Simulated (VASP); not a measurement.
The system is SnSe2.

```xyz
3
Lattice="3.8393 0.0000 0.0000 -1.9197 3.3249 0.0000 0.0000 0.0000 6.0469" Properties=species:S:1:pos:R:3 pbc="T T T"
Sn    0.0000    0.0000    0.0000
Se    0.0000    2.2166    1.5952
Se    1.9197    1.1083    4.4516
```

Base run:

```yaml
Program: VASP 6.6.1
Functional: RPBE
Potentials_or_basis: VASP PAW PBE potentials, release 64 (Sn_d, Se)
Cutoff: 500 eV
k_mesh: 8 × 8 × 4
Occupations: gaussian, width 0.05 eV
Spin: no spin polarisation
```

Its results: band gap on the k mesh 0.68 eV, indirect (least direct gap 0.97 eV); pressure 4.0 GPa; largest force 0.018 eV/Å.

Problem. The run is repeated on the same cell with these changes: functional from RPBE to PBE; dispersion from none to D3(BJ). What comes out?

Solution. Band gap on the k mesh 0.61 eV, indirect (least direct gap 0.86 eV); pressure -0.1 GPa; largest force 0.012 eV/Å.

Several settings changed at once, so the effect can't be laid on one alone.

Caveats: spin-orbit coupling is left out, which moves the levels of the heavy elements; the PAW data sets were made with another functional, which shifts forces and pressure a little (some runs); this functional lacks dispersion, which binds the layers, so the pressure and a relaxed spacing across them are unreliable (some runs); three body term missing (some runs).

A k mesh can miss the band edges.
